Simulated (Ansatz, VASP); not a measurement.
Two plane-wave programs on LiCl

The input POSCAR:

```
LiCl
1.0
    3.8146886822      0.0000000000      0.0000000000
   -1.9073443411      3.3036173063      0.0000000000
    0.0000000000      0.0000000000      6.0973921751
Li Cl
2 2
Direct
    0.3333333333      0.6666666667     -0.0031270712
    0.6666666667      0.3333333333      0.4968729288
    0.3333333333      0.6666666667      0.3781270712
    0.6666666667      0.3333333333      0.8781270712
```

The input INCAR.step1:

```
SYSTEM = LiCl
  PREC = Accurate
  ENCUT = 520
  ISMEAR = 0
  SIGMA = 0.01
  LREAL = .FALSE.
  LASPH = .TRUE.
  NELM = 100
  NBANDS = 18
  GGA = PE
  ALGO = Normal
  EDIFF = 1E-4
  LWAVE = .TRUE.
  LCHARG = .FALSE.
```

The input INCAR.step2:

```
SYSTEM = LiCl
  PREC = Accurate
  ENCUT = 520
  EDIFF = 1E-7
  ISMEAR = 0
  SIGMA = 0.01
  LREAL = .FALSE.
  LASPH = .TRUE.
  NELM = 100
  ALGO = Normal
  ISIF = 2
  LWAVE = .FALSE.
  LCHARG = .FALSE.
  METAGGA = R2SCAN
  LMIXTAU = .TRUE.
  NBANDS = 18
  ISTART = 1
```

File KPOINTS:

```
Automatic mesh
0
G
  6 6 4
  0 0 0
```

Input for Ansatz:

```yaml
crystal:
  lattice:
    - [3.8146886822, 0.0, 0.0]
    - [-1.9073443411, 3.3036173063, 0.0]
    - [0.0, 0.0, 6.0973921751]
  atoms:
    - { symbol: Li, position: [0.3333333333, 0.6666666667, -0.0031270712] }
    - { symbol: Li, position: [0.6666666667, 0.3333333333, 0.4968729288] }
    - { symbol: Cl, position: [0.3333333333, 0.6666666667, 0.3781270712] }
    - { symbol: Cl, position: [0.6666666667, 0.3333333333, 0.8781270712] }
kpoints:
  mp_grid: { grid: [6, 6, 4] }
hamiltonian:
  xc: r2scan
scf:
  occupations: { method: fixed }
  n_extra_bands: 5
output:
  forces: true
  stress: true
  eigenvalues: true
```

Alike in both runs: task single point; functional r2SCAN; k mesh 6 × 6 × 4; no spin polarisation.

|  | VASP | Ansatz |
| --- | --- | --- |
| version | VASP 6.6.1 | Ansatz 0.2.0 |
| potentials or method | VASP PAW PBE potentials, release 64 (Li_sv, Cl) | plane waves, PAW |
| plane-wave cutoff (eV) | 520 | 500 |
| occupations | gaussian, width 0.01 eV | fixed |
| valence electrons in the cell | 20 | 20 |

```csv
,VASP,Ansatz,Ansatz less VASP
gap on the k mesh at the Fermi level (eV),6.98,6.92,-0.059
```

VASP's potentials were made for PBE, not for r2SCAN.

Noted on VASP's run: the cutoff is short for stress, so the pressure is rough.
